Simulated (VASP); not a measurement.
# Cs2BP2 (Ibam) in VASP: single point with PBE

Aim: the single point of Cs2BP2 with PBE.

Program: VASP 6.6.1. These are calculated values, not measurements. Logs are shortened: lines on timing, memory, paths and dates and some standing lists are left out, and cuts for length are marked.

## 1. The cell of the first run

The structure is orthorhombic, space group Ibam (No. 72). The conventional cell has a = 7.349 Å, b = 13.913 Å, c = 6.102 Å, α = 90.00°, β = 90.00°, γ = 90.00°. Cs (site symmetry m) has 6 P at 3.45 to 3.86 Å and 2 B at 3.57 Å and 7 Cs at 3.88 to 4.79 Å within 4.8 Å. Within 3.1 Å of B (site symmetry 222) lie 4 P at 2.25 Å and 2 B at 3.05 Å. P (site symmetry m) has 2 B at 2.25 Å within 3.0 Å.

## 2. Single point, PBE

Input file INCAR:

```
SYSTEM = Cs2BP2
  PREC = Accurate
  ENCUT = 520
  EDIFF = 1E-7
  ISMEAR = 0
  SIGMA = 0.0232
  LREAL = .False.
  LASPH = .True.
  NELM = 80
  ALGO = Normal
  ISIF = 2
  LWAVE = .False.
  LCHARG = .True.
  GGA = PE
  LELF = .True.
  LVHAR = .True.
  NBANDS = 42
```

Input file KPOINTS:

```
Automatic mesh
0
Gamma
  6 6 6
  0 0 0
```

Input file POSCAR:

```
Cs2BP2
1.0
    0.0000000000      0.0000000000      6.1021770000
    6.9565410000     -3.6745030000      3.0510890000
    6.9565410000      3.6745030000     -3.0510890000
Cs B P
4 2 4
Direct
    0.3364000000      0.0147000000      0.6875000000
    0.6636000000      0.9853000000      0.3125000000
    0.1636000000      0.6875000000      0.0147000000
    0.8364000000      0.3125000000      0.9853000000
    0.2500000000      0.5000000000      0.5000000000
    0.7500000000      0.5000000000      0.5000000000
    0.3480000000      0.7393000000      0.4353000000
    0.6520000000      0.2607000000      0.5647000000
    0.1520000000      0.4353000000      0.7393000000
    0.8480000000      0.5647000000      0.2607000000
```

Potentials or basis: VASP PAW PBE potentials, release 64 (Cs_sv, B, P).

Command:

```
$ cat potpaw_PBE.64/Cs_sv/POTCAR potpaw_PBE.64/B/POTCAR potpaw_PBE.64/P/POTCAR > POTCAR
$ mpirun -np 1 vasp_std > vasp.out
```

OUTCAR:

```text
SYSTEM = Cs2BP2
   PREC = Accurate
   ENCUT = 520
   EDIFF = 1E-7
   ISMEAR = 0
   LREAL = .False.
   LASPH = .True.
   NELM = 80
   ISIF = 2
   GGA = PE

 ion  position               nearest neighbor table
   1  0.336  0.015  0.688-
   2  0.664  0.985  0.312-
   3  0.164  0.688  0.015-
   4  0.836  0.312  0.985-
   5  0.250  0.500  0.500-   8 2.25  10 2.25   9 2.25   7 2.25
   6  0.750  0.500  0.500-   7 2.25   9 2.25   8 2.25  10 2.25
   7  0.348  0.739  0.435-   6 2.25   5 2.25
   8  0.652  0.261  0.565-   5 2.25   6 2.25
   9  0.152  0.435  0.739-   6 2.25   5 2.25
  10  0.848  0.565  0.261-   5 2.25   6 2.25

  LATTYP: Found a body centered orthorhombic cell.
 ALAT       =     6.1021770000
 B/A-ratio  =     1.2043252760
 C/A-ratio  =     2.2800194095

  Lattice vectors:

 A1 = (  -6.9565410000,  -3.6745030000,   3.0510890000)
 A2 = (  -6.9565410000,   3.6745030000,  -3.0510890000)
 A3 = (   6.9565410000,  -3.6745030000,  -3.0510880000)

Analysis of symmetry for initial positions (statically):
=====================================================================
 Subroutine PRICEL returns:
 Original cell was already a primitive cell.

 Routine SETGRP: Setting up the symmetry group for a
 body centered orthorhombic supercell.

 Subroutine GETGRP returns: Found  8 space group operations
 (whereof  4 operations were pure point group operations)
 out of a pool of  8 trial point group operations.

The static configuration has the point symmetry C_2h.
 The point group associated with its full space group is D_2h.

Analysis of symmetry for dynamics (positions and initial velocities):
=====================================================================
 Subroutine PRICEL returns:
 Original cell was already a primitive cell.

 Routine SETGRP: Setting up the symmetry group for a
 body centered orthorhombic supercell.

 Subroutine GETGRP returns: Found  8 space group operations
 (whereof  4 operations were pure point group operations)
 out of a pool of  8 trial point group operations.

The dynamic configuration has the point symmetry C_2h.
 The point group associated with its full space group is D_2h.

 Subroutine INISYM returns: Found  8 space group operations
[... 111 lines left out ...]
   ENCUT  =  520.0 eV  38.22 Ry    6.18 a.u.  11.35 15.69 15.69*2*pi/ulx,y,z
   NELM   =     80;   NELMIN=  2; NELMDL= -5     # of ELM steps
   EDIFF  = 0.1E-06   stopping-criterion for ELM
   LREAL  =      F    real-space projection
   EDIFFG = 0.1E-05   stopping-criterion for IOM
   NSW    =      0    number of steps for IOM
   IBRION =     -1    ionic relax: 0-MD 1-quasi-New 2-CG
   NFREE  =      0    steps in history (QN), initial steepest desc. (CG)
   ISIF   =      2    stress and relaxation
   ISYM   =      2    0-nonsym 1-usesym 2-fastsym
   POTIM  = 0.5000    time-step for ionic-motion
   TEBEG  =    0.0;   TEEND  =   0.0 temperature during run
   PSTRESS=    0.0 pullay stress
   NELECT =      62.0000    total number of electrons
   NUPDOWN=      -1.0000    fix difference up-down
   EMIN   =  10.00;   EMAX   =-10.00  energy-range for DOS
   EFERMI =   0.00;   METHOD = LEGACY
   ISMEAR =     0;   SIGMA  =   0.02  broadening in eV -4-tet -1-fermi 0-gaus
   EFERMI_NEDOS =   21; number of points for ismear=-14 and -15
   IALGO  =     38    algorithm
   IMIX   =      4    mixing-type and parameters
     AMIX     =   0.40;   BMIX     =  1.00
     AMIX_MAG =   1.60;   BMIX_MAG =  1.00
  volume/ion in A,a.u.               =      31.20       210.52
  Fermi-wavevector in a.u.,A,eV,Ry     =   0.955366  1.805380 12.418368  0.912724
  Thomas-Fermi vector in A             =   2.084197
   LORBIT       =      0    0 simple, 1 ext, 2 COOP (PROOUT), +10 PAW based schemes
   GGA     = PE    functional components
   LHFCALC =     F    Hartree Fock is set to
   AEXX    =    0.0000 exact exchange contribution
   IVDW    =     0    specifies the selected vdW correction
   LEPSILON=     F    determine dielectric tensor
   LRPA    =     F    only Hartree local field effects (RPA)
 non-spin polarized calculation
 Gauss-broadening in eV      SIGMA  =   0.02
  energy-cutoff  :      520.00
  volume of cell :      311.97
 maximum number of plane-waves:      8431
 NGX is ok and might be reduce to    48
   NGX = 23   NGY = 31   NGZ = 31

 number of electron      61.9999997 magnetization

 Free energy of the ion-electron system (eV)
  ---------------------------------------------------
  ext. energy  EPLUGINS =         0.00000000
  ---------------------------------------------------
  free energy    TOTEN  =       -38.37699191 eV

  energy without entropy =      -38.37353793  energy(sigma->0) =      -38.37526492

 E-fermi :   2.4931     XC(G=0):  -8.3669

 val. band max:        2.4906986106   @ k =  -0.3333   0.1667   0.0000
 cond. band min:       2.4936191372   @ k =   0.3333  -0.1667   0.1667
 fundamental gap:      0.0029205266
 Fermi energy:         2.4931072566

 k-point     1 :       0.0000    0.0000    0.0000
  band No.  band energies     occupation
      1     -19.5969      2.00000
      2     -19.5215      2.00000
      3     -19.4338      2.00000
      4     -19.4111      2.00000
      5      -8.5308      2.00000
      6      -6.9809      2.00000
[... 1069 lines left out ...]
     41       6.5270      0.00000
     42       6.7386      0.00000

 [... further k-points ...]
[... 5 lines left out ...]
  --------------------------------------------------------------------------------------
  -------------------------------------------------------------------------------------
  Total       -7.8583872     -7.0308991     -8.9956451      0.0000000      0.0000010      0.0000000
  in kB      -40.3587081    -36.1089365    -46.1993794      0.0000000      0.0000049      0.0000000
  external PRESSURE =     -40.8890080 kB  Pullay stress =       0.0000000 kB

 VOLUME and BASIS-vectors are now :
 -----------------------------------------------------------------------------
  energy-cutoff  :      520.00
  volume of cell :      311.97
      direct lattice vectors                 reciprocal lattice vectors
     0.000000000  0.000000000  6.102177000     0.000000000  0.136072846  0.163875941
     6.956541000 -3.674503000  3.051089000     0.071874801 -0.136072824  0.000000000
     6.956541000  3.674503000 -3.051089000     0.071874801  0.136072824  0.000000000

 POSITION                                       TOTAL-FORCE (eV/Angst)
 -----------------------------------------------------------------------------------
      4.88488      2.47221     -0.00000         0.203439     -0.252957      0.000000
      9.02820     -2.47221      6.10218        -0.203439      0.252957     -0.000000
      4.88488     -2.47221      3.05109         0.203439      0.252957     -0.000000
      9.02820      2.47221      3.05109        -0.203439     -0.252957      0.000000
      6.95654      0.00000      1.52554         0.000000      0.000000      0.000000
      6.95654      0.00000      4.57663         0.000000      0.000000      0.000000
      8.17115     -1.11705      3.05109        -1.897528      1.701757     -0.000000
      5.74193      1.11705      3.05109         1.897528     -1.701757      0.000000
      8.17115      1.11705     -0.00000        -1.897528     -1.701757      0.000000
      5.74193     -1.11705      6.10218         1.897528      1.701757     -0.000000
 -----------------------------------------------------------------------------------
    total drift:                                0.000000      0.000000     -0.000000

  FREE ENERGIE OF THE ION-ELECTRON SYSTEM (eV)
  ---------------------------------------------------
  free  energy   TOTEN  =       -38.3769919071 eV

  energy  without entropy=      -38.3735379274  energy(sigma->0) =      -38.37526492
```

OSZICAR:

```text
N       E                     dE             d eps       ncg     rms          rms(c)
DAV:   1     0.360498966903E+03    0.36050E+03   -0.24805E+04  3864   0.123E+03
DAV:   2    -0.469733985937E+01   -0.36520E+03   -0.35227E+03  4980   0.207E+02
DAV:   3    -0.400443346614E+02   -0.35347E+02   -0.35048E+02  4816   0.693E+01
DAV:   4    -0.406780221607E+02   -0.63369E+00   -0.63098E+00  4720   0.109E+01
DAV:   5    -0.406903980812E+02   -0.12376E-01   -0.12357E-01  4840   0.137E+00    0.698E+00
DAV:   6    -0.387071351663E+02    0.19833E+01   -0.27039E+00  4634   0.618E+00    0.382E+00
DAV:   7    -0.383607403754E+02    0.34639E+00   -0.19482E+00  5032   0.442E+00    0.174E+00
DAV:   8    -0.383721870186E+02   -0.11447E-01   -0.27138E-01  4600   0.170E+00    0.887E-01
DAV:   9    -0.383769435878E+02   -0.47566E-02   -0.55120E-02  4942   0.890E-01    0.327E-01
DAV:  10    -0.383759370713E+02    0.10065E-02   -0.13254E-02  4532   0.506E-01    0.107E-01
DAV:  11    -0.383768315041E+02   -0.89443E-03   -0.29224E-03  4570   0.217E-01    0.109E-01
DAV:  12    -0.383770637043E+02   -0.23220E-03   -0.14676E-03  5030   0.142E-01    0.626E-02
DAV:  13    -0.383769811755E+02    0.82529E-04   -0.57889E-04  4558   0.973E-02    0.146E-02
DAV:  14    -0.383769912011E+02   -0.10026E-04   -0.53726E-05  4550   0.295E-02    0.105E-02
DAV:  15    -0.383769916032E+02   -0.40205E-06   -0.45947E-06  4952   0.738E-03    0.500E-03
DAV:  16    -0.383769919549E+02   -0.35173E-06   -0.16564E-06  4298   0.475E-03    0.116E-03
DAV:  17    -0.383769919071E+02    0.47804E-07   -0.23131E-07  4082   0.174E-03
   1 F= -.38376992E+02 E0= -.38375265E+02  d E =-.345398E-02
```

Wall time 35 min (1 thread of Intel Xeon 8259CL, shared host); peak memory 0.78 GiB.

What came out:

| Property | Result |
| --- | --- |
| Free energy | -38.3770 eV |
| Pressure | -4.1 GPa |
| Largest force | 2.549 eV/Å |
| Band gap on the k mesh | zero (bands 31 and 32 overlap by 0.19 eV) |

Forces on the atoms (eV/Å):
```
Cs   0.203 -0.253  0.000
Cs  -0.203  0.253  0.000
Cs   0.203  0.253  0.000
Cs  -0.203 -0.253  0.000
B    0.000  0.000  0.000
B    0.000  0.000  0.000
P   -1.898  1.702  0.000
P    1.898 -1.702  0.000
P   -1.898 -1.702  0.000
P    1.898  1.702  0.000
```

Levels at points of the mesh, in eV from the Fermi level:
| k point | band 27 | band 28 | band 29 | band 30 | band 31 | band 32 | band 33 | band 34 | band 35 | band 36 |
| --- | --- | --- | --- | --- | --- | --- | --- | --- | --- | --- |
| (0.00, 0.00, 0.00) | -1.49 | -0.75 | -0.37 | -0.06 | -0.02 | 0.07 | 2.32 | 2.34 | 2.52 | 3.18 |
| (0.50, 0.00, 0.00) | -0.76 | -0.76 | -0.62 | -0.62 | -0.12 | -0.12 | 2.03 | 2.03 | 2.56 | 2.56 |
| (0.00, 0.50, 0.00) | -1.58 | -1.17 | -0.60 | -0.34 | -0.07 | 0.12 | 2.47 | 2.54 | 3.05 | 3.12 |
| (0.50, 0.50, 0.00) | -0.74 | -0.74 | -0.49 | -0.49 | 0.02 | 0.02 | 1.96 | 1.96 | 2.80 | 2.80 |
| (0.00, 0.50, 0.50) | -1.44 | -1.21 | -0.62 | -0.33 | -0.01 | 0.40 | 2.12 | 2.50 | 3.03 | 3.23 |

Caveat: the cell stands under tension; spin-orbit coupling is left out, which moves the levels of the heavy elements; forces of over 1 eV/Å act on the atoms, so gaps and moduli don't describe the material at rest.
